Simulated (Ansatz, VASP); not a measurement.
# One calculation of MgO, two programs

```
Mg O
1.0
     3.00795    0.00000    0.00000
     0.00000    3.00795    0.00000
     0.00000    0.00000   22.38080
Mg O
4 4
Direct
  0.00000 0.00000 0.35855
  0.50000 0.50000 0.45225
  0.00000 0.00000 0.54775
  0.50000 0.50000 0.64145
  0.50000 0.50000 0.35633
  0.00000 0.00000 0.45267
  0.50000 0.50000 0.54733
  0.00000 0.00000 0.64367
```

Alike in both runs: task single point; functional PBE; k mesh 10 × 10 × 1; occupations fermi-dirac, width 0.02 eV; no spin polarisation.

|  | VASP | Ansatz |
| --- | --- | --- |
| version | VASP 6.6.1 | Ansatz 0.2.0 |
| potentials or method | VASP PAW PBE potentials, release 64 (Mg, O), cutoff 520 eV | all-electron LAPW, scalar-relativistic |

Ansatz gave:

- gap on the k mesh at the Fermi level (eV): 3.52
- rms of the force components (eV/Å): 0.002

Task: Which values does VASP return?

Result: gap on the k mesh at the Fermi level (eV): 3.51; rms of the force components (eV/Å): 0.007.

Ansatz ran all-electron here, and VASP with PAW potentials.
